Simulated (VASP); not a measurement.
# CdNiC4N4 (P-43m) in VASP: single point with PBE

Aim: the single point of CdNiC4N4 with PBE.

All numbers are computed with VASP 6.6.1; they aren't measurements. Logs are shortened: lines on timing, memory, paths and dates and some standing lists are left out, and cuts for length are marked.

**1. The cell of the first run**

Symmetry: P-43m, No. 215, cubic system. Conventional cell: a = 5.987 Å, b = 5.987 Å, c = 5.987 Å, α = 90.00°, β = 90.00°, γ = 90.00°. Within 2.8 Å of Cd (site symmetry -43m) lie 4 N at 2.10 Å. Within 2.5 Å of Ni (site symmetry -43m) lie 4 C at 1.92 Å. Within 1.6 Å of C (site symmetry 3m) lie 1 N at 1.17 Å. N (site symmetry 3m) has 1 C at 1.17 Å within 1.6 Å.

**2. Single point, PBE, collinear spin, ferromagnetic start**

Input file INCAR:

```
SYSTEM = CdNiC4N4
ALGO = Normal
EDIFF = 1E-6
ENCUT = 700
GGA = PE
GGA_COMPAT = .FALSE.
ISIF = 2
ISMEAR = 0
ISPIN = 2
LASPH = .TRUE.
LCHARG = .TRUE.
LELF = .TRUE.
LMAXMIX = 4
LORBIT = 11
LREAL = .FALSE.
LVHAR = .TRUE.
LWAVE = .FALSE.
MAGMOM = 0 2 0 0 0 0 0 0 0 0
NBANDS = 52
NELM = 200
PREC = Accurate
SIGMA = 0.1
```

Input file KPOINTS:

```
k-points
0
G
  4 4 4
  0 0 0
```

Input file POSCAR:

```
CdNiC4N4
1.0
    5.9865449400      0.0000000000      0.0000000000
    0.0000000000      5.9865449400      0.0000000000
    0.0000000000      0.0000000000      5.9865449400
Cd Ni C N
1 1 4 4
Direct
    0.5000000000      0.5000000000      0.5000000000
    0.0000000000      0.0000000000      0.0000000000
    0.1848780000      0.1848780000      0.1848780000
    0.1848780000      0.8151220000      0.8151220000
    0.8151220000      0.1848780000      0.8151220000
    0.8151220000      0.8151220000      0.1848780000
    0.2977143400      0.2977143400      0.2977143400
    0.2977143400      0.7022856600      0.7022856600
    0.7022856600      0.2977143400      0.7022856600
    0.7022856600      0.7022856600      0.2977143400
```

Potentials or basis: VASP PAW PBE potentials, release 64 (Cd_sv_GW, Ni_sv_GW, C, N).

Launch:

```console
$ cat potpaw_PBE.64/Cd_sv_GW/POTCAR potpaw_PBE.64/Ni_sv_GW/POTCAR potpaw_PBE.64/C/POTCAR potpaw_PBE.64/N/POTCAR > POTCAR
$ mpirun -np 1 vasp_std > vasp.out
```

OUTCAR:

```text
SYSTEM = CdNiC4N4
   EDIFF = 1E-6
   ENCUT = 700
   GGA = PE
   ISIF = 2
   ISMEAR = 0
   ISPIN = 2
   LASPH = .TRUE.
   LORBIT = 11
   LREAL = .FALSE.
   NELM = 200
   PREC = Accurate

 ion  position               nearest neighbor table
   1  0.500  0.500  0.500-   7 2.10   8 2.10   9 2.10  10 2.10
   2  0.000  0.000  0.000-   3 1.92   4 1.92   5 1.92   6 1.92
   3  0.185  0.185  0.185-   7 1.17   2 1.92
   4  0.185  0.815  0.815-   8 1.17   2 1.92
   5  0.815  0.185  0.815-   9 1.17   2 1.92
   6  0.815  0.815  0.185-  10 1.17   2 1.92
   7  0.298  0.298  0.298-   3 1.17   1 2.10
   8  0.298  0.702  0.702-   4 1.17   1 2.10
   9  0.702  0.298  0.702-   5 1.17   1 2.10
  10  0.702  0.702  0.298-   6 1.17   1 2.10

  LATTYP: Found a simple cubic cell.
 ALAT       =     5.9865449400

  Lattice vectors:

 A1 = (   5.9865449400,   0.0000000000,   0.0000000000)
 A2 = (   0.0000000000,   5.9865449400,   0.0000000000)
 A3 = (   0.0000000000,   0.0000000000,   5.9865449400)

Analysis of symmetry for initial positions (statically):
=====================================================================
 Subroutine PRICEL returns:
 Original cell was already a primitive cell.

 Routine SETGRP: Setting up the symmetry group for a
 simple cubic supercell.

 Subroutine GETGRP returns: Found 24 space group operations
 (whereof 24 operations were pure point group operations)
 out of a pool of 48 trial point group operations.

The static configuration has the point symmetry T_d .

Analysis of symmetry for dynamics (positions and initial velocities):
=====================================================================
 Subroutine PRICEL returns:
 Original cell was already a primitive cell.

 Routine SETGRP: Setting up the symmetry group for a
 simple cubic supercell.

 Subroutine GETGRP returns: Found 24 space group operations
 (whereof 24 operations were pure point group operations)
 out of a pool of 48 trial point group operations.

The dynamic configuration has the point symmetry T_d .

Analysis of structural, dynamic, and magnetic symmetry:
=====================================================================
 Subroutine PRICEL returns:
 Original cell was already a primitive cell.

 Routine SETGRP: Setting up the symmetry group for a
 simple cubic supercell.

 Subroutine GETGRP returns: Found 24 space group operations
 (whereof 24 operations were pure point group operations)
 out of a pool of 48 trial point group operations.

The overall configuration has the point symmetry T_d .

 Subroutine INISYM returns: Found 24 space group operations
 (whereof 24 operations are pure point group operations),
 and found     1 'primitive' translations

----------------------------------------------------------------------------------------

                                     Primitive cell

  volume of cell :     214.5501

  direct lattice vectors                    reciprocal lattice vectors
     5.986544940  0.000000000  0.000000000     0.167041258  0.000000000  0.000000000
     0.000000000  5.986544940  0.000000000     0.000000000  0.167041258  0.000000000
     0.000000000  0.000000000  5.986544940     0.000000000  0.000000000  0.167041258

  length of vectors
     5.986544940  5.986544940  5.986544940     0.167041258  0.167041258  0.167041258

  position of ions in fractional coordinates (direct lattice)
[... 63 lines left out ...]
   number of dos      NEDOS =    301   number of ions     NIONS =     10
   total plane-waves  NPLWV = 157464
   dimension x,y,z NGX =    54 NGY =   54 NGZ =   54
   dimension x,y,z NGXF=   108 NGYF=  108 NGZF=  108
   ions per type =               1   1   4   4
   NGX,Y,Z   is equivalent  to a cutoff of  15.00, 15.00, 15.00 a.u.
   NGXF,Y,Z  is equivalent  to a cutoff of  29.99, 29.99, 29.99 a.u.
 SYSTEM =  CdNiC4N4
   PREC   = accura    normal or accurate (medium, high low for compatibility)
   ISTART =      0    job   : 0-new  1-cont  2-samecut
   ICHARG =      2    charge: 1-file 2-atom 10-const
   ISPIN  =      2    spin polarized calculation?
   LNONCOLLINEAR =      F non collinear calculations
   LSORBIT =      F    spin-orbit coupling
   LASPH  =      T    aspherical Exc in radial PAW
   ENCUT  =  700.0 eV  51.45 Ry    7.17 a.u.  12.91 12.91 12.91*2*pi/ulx,y,z
   NELM   =    200;   NELMIN=  2; NELMDL= -5     # of ELM steps
   EDIFF  = 0.1E-05   stopping-criterion for ELM
   LREAL  =      F    real-space projection
   EDIFFG = 0.1E-04   stopping-criterion for IOM
   NSW    =      0    number of steps for IOM
   IBRION =     -1    ionic relax: 0-MD 1-quasi-New 2-CG
   NFREE  =      0    steps in history (QN), initial steepest desc. (CG)
   ISIF   =      2    stress and relaxation
   ISYM   =      2    0-nonsym 1-usesym 2-fastsym
   POTIM  = 0.5000    time-step for ionic-motion
   TEBEG  =    0.0;   TEEND  =   0.0 temperature during run
   PSTRESS=    0.0 pullay stress
   NELECT =      74.0000    total number of electrons
   NUPDOWN=      -1.0000    fix difference up-down
   EMIN   =  10.00;   EMAX   =-10.00  energy-range for DOS
   EFERMI =   0.00;   METHOD = LEGACY
   ISMEAR =     0;   SIGMA  =   0.10  broadening in eV -4-tet -1-fermi 0-gaus
   EFERMI_NEDOS =   21; number of points for ismear=-14 and -15
   IALGO  =     38    algorithm
   IMIX   =      4    mixing-type and parameters
     AMIX     =   0.40;   BMIX     =  1.00
     AMIX_MAG =   1.60;   BMIX_MAG =  1.00
  volume/ion in A,a.u.               =      21.46       144.79
  Fermi-wavevector in a.u.,A,eV,Ry     =   1.148090  2.169575 17.933975  1.318110
  Thomas-Fermi vector in A             =   2.284766
   LORBIT       =     11    0 simple, 1 ext, 2 COOP (PROOUT), +10 PAW based schemes
   GGA     = PE    functional components
   LHFCALC =     F    Hartree Fock is set to
   AEXX    =    0.0000 exact exchange contribution
   IVDW    =     0    specifies the selected vdW correction
   LEPSILON=     F    determine dielectric tensor
   LRPA    =     F    only Hartree local field effects (RPA)
 spin polarized calculation
 Gauss-broadening in eV      SIGMA  =   0.10
  energy-cutoff  :      700.00
  volume of cell :      214.55
 maximum number of plane-waves:      9104
 NGX is ok and might be reduce to    54
   NGX = 25   NGY = 25   NGZ = 25

 number of electron      73.9999985 magnetization       1.9998968

 Free energy of the ion-electron system (eV)
  ---------------------------------------------------
  ext. energy  EPLUGINS =         0.00000000
  ---------------------------------------------------
  free energy    TOTEN  =       -72.71992165 eV

  energy without entropy =      -72.65671151  energy(sigma->0) =      -72.68831658

 E-fermi :  -1.4230     XC(G=0):  -7.1118

 val. band max:       -1.4281041068   @ k =   0.5000   0.2500   0.0000
 cond. band min:      -1.4188014801   @ k =   0.5000   0.2500   0.2500
 fundamental gap:      0.0093026267
 Fermi energy:        -1.4230262959

 spin component 1

 k-point     1 :       0.0000    0.0000    0.0000
  band No.  band energies     occupation
      1    -106.1760      1.00000
      2    -102.4813      1.00000
      3     -66.5152      1.00000
      4     -66.5152      1.00000
      5     -66.5152      1.00000
      6     -63.5608      1.00000
[... 509 lines left out ...]
     48       5.9982      0.00000
     49       5.9982      0.00000
 Fermi energy:        -1.4230262959

 spin component 2

 k-point     1 :       0.0000    0.0000    0.0000
  band No.  band energies     occupation
      1    -104.6047      1.00000
      2    -102.4725      1.00000
      3     -64.9822      1.00000
      4     -64.9822      1.00000
      5     -64.9822      1.00000
      6     -63.5521      1.00000
[... 509 lines left out ...]
     48       6.0614      0.00000
     49       6.0614      0.00000
 [bands above 49 left out]

------------------------ aborting loop because EDIFF is reached ----------------------------------------

  FORCE on cell =-STRESS in cart. coord.  units (eV):
  Direction    XX          YY          ZZ          XY          YZ          ZX
  --------------------------------------------------------------------------------------
  -------------------------------------------------------------------------------------
  Total        2.7407842      2.7407842      2.7407842      0.0000000      0.0000000     -0.0000000
  in kB       20.4671174     20.4671174     20.4671174      0.0000000      0.0000000     -0.0000000
  external PRESSURE =      20.4671174 kB  Pullay stress =       0.0000000 kB

 VOLUME and BASIS-vectors are now :
 -----------------------------------------------------------------------------
  energy-cutoff  :      700.00
  volume of cell :      214.55
      direct lattice vectors                 reciprocal lattice vectors
     5.986544940  0.000000000  0.000000000     0.167041258  0.000000000  0.000000000
     0.000000000  5.986544940  0.000000000     0.000000000  0.167041258  0.000000000
     0.000000000  0.000000000  5.986544940     0.000000000  0.000000000  0.167041258

 POSITION                                       TOTAL-FORCE (eV/Angst)
 -----------------------------------------------------------------------------------
      2.99327      2.99327      2.99327         0.000000     -0.000000     -0.000000
      0.00000      0.00000      0.00000        -0.000000     -0.000000     -0.000000
      1.10678      1.10678      1.10678        -0.067700     -0.067700     -0.067700
      1.10678      4.87976      4.87976        -0.067700      0.067700      0.067700
      4.87976      1.10678      4.87976         0.067700     -0.067700      0.067700
      4.87976      4.87976      1.10678         0.067700      0.067700     -0.067700
      1.78228      1.78228      1.78228        -0.470581     -0.470581     -0.470581
      1.78228      4.20426      4.20426        -0.470581      0.470581      0.470581
      4.20426      1.78228      4.20426         0.470581     -0.470581      0.470581
      4.20426      4.20426      1.78228         0.470581      0.470581     -0.470581
 -----------------------------------------------------------------------------------
    total drift:                               -0.000000     -0.000000      0.000000

  FREE ENERGIE OF THE ION-ELECTRON SYSTEM (eV)
  ---------------------------------------------------
  free  energy   TOTEN  =       -72.7199216524 eV

  energy  without entropy=      -72.6567115112  energy(sigma->0) =      -72.68831658

 total charge

# of ion       s       p       d       f       tot
--------------------------------------------------
    1        2.209   6.265   9.209   0.018  17.701
    2        2.246   6.437   7.630   0.008  16.321
    3        0.958   1.619   0.000   0.000   2.578
    4        0.958   1.619   0.000   0.000   2.578
    5        0.958   1.619   0.000   0.000   2.578
    6        0.958   1.619   0.000   0.000   2.578
    7        1.297   2.576   0.000   0.000   3.873
    8        1.297   2.576   0.000   0.000   3.873
    9        1.297   2.576   0.000   0.000   3.873
   10        1.297   2.576   0.000   0.000   3.873
--------------------------------------------------
tot         13.476  29.482  16.839   0.026  59.823

 magnetization (x)

# of ion       s       p       d       f       tot
--------------------------------------------------
    1        0.000   0.002   0.008   0.000   0.011
    2        0.004   0.077   1.239  -0.000   1.320
    3        0.016   0.028   0.000   0.000   0.045
    4        0.016   0.028   0.000   0.000   0.045
    5        0.016   0.028   0.000   0.000   0.045
    6        0.016   0.028   0.000   0.000   0.045
    7        0.002   0.043   0.000   0.000   0.046
    8        0.002   0.043   0.000   0.000   0.046
    9        0.002   0.043   0.000   0.000   0.046
   10        0.002   0.043   0.000   0.000   0.046
--------------------------------------------------
tot          0.080   0.365   1.247  -0.000   1.691
```

Run time: 11 min. Hardware: 1 thread of Intel Xeon Platinum 8259CL at 2.50GHz (Skylake/Cascade Lake), shared host; peak memory 0.72 GiB.

Results:

```yaml
Free_energy: -72.7199 eV
Pressure: 2.0 GPa
Largest_force: 0.815 eV/Å
Band_gap_on_the_k_mesh: zero (filled and empty bands overlap)
Net_moment: 2.00 μB per cell
Site_moments: Cd +0.01; Ni +1.32; C +0.04; N +0.05 μB
Valence_electrons_inside_the_program's_atomic_spheres: Cd 17.70; Ni 16.32; C 2.58; N 3.87
```

Forces in eV/Å, atoms in the order of the input:
```
Cd   0.000  0.000  0.000
Ni   0.000  0.000  0.000
C   -0.068 -0.068 -0.068
C   -0.068  0.068  0.068
C    0.068 -0.068  0.068
C    0.068  0.068 -0.068
N   -0.471 -0.471 -0.471
N   -0.471  0.471  0.471
N    0.471 -0.471  0.471
N    0.471  0.471 -0.471
```

Levels at points of the mesh, in eV from the Fermi level:
Spin up:
```
           k point  band 36  band 37  band 38  band 39  band 40  band 41
(0.00, 0.00, 0.00)    -1.22    -1.22    -1.22     4.19     4.19     4.19
(0.50, 0.00, 0.00)    -1.14    -0.96    -0.96     4.26     4.26     4.54
(0.50, 0.50, 0.00)    -1.18    -0.95    -0.95     4.47     4.58     4.62
(0.50, 0.50, 0.50)    -1.19    -1.19    -1.19     4.61     4.61     4.61
```
Spin down:
| k point | band 34 | band 35 | band 36 | band 37 | band 38 | band 39 |
| --- | --- | --- | --- | --- | --- | --- |
| (0.00, 0.00, 0.00) | -1.51 | -1.51 | -0.10 | -0.10 | -0.10 | 4.49 |
| (0.50, 0.00, 0.00) | -1.50 | -1.49 | -0.01 | 0.11 | 0.11 | 4.50 |
| (0.50, 0.50, 0.00) | -1.49 | -1.47 | -0.01 | 0.12 | 0.12 | 4.72 |
| (0.50, 0.50, 0.50) | -1.44 | -1.44 | -0.04 | -0.04 | -0.04 | 4.89 |

Caveat: a cell with one magnetic atom can't hold antiferromagnetic order, which such compounds often take. With open d or f shells a metallic result of PBE can be an artefact of self-interaction; +U or a hybrid may open a gap.
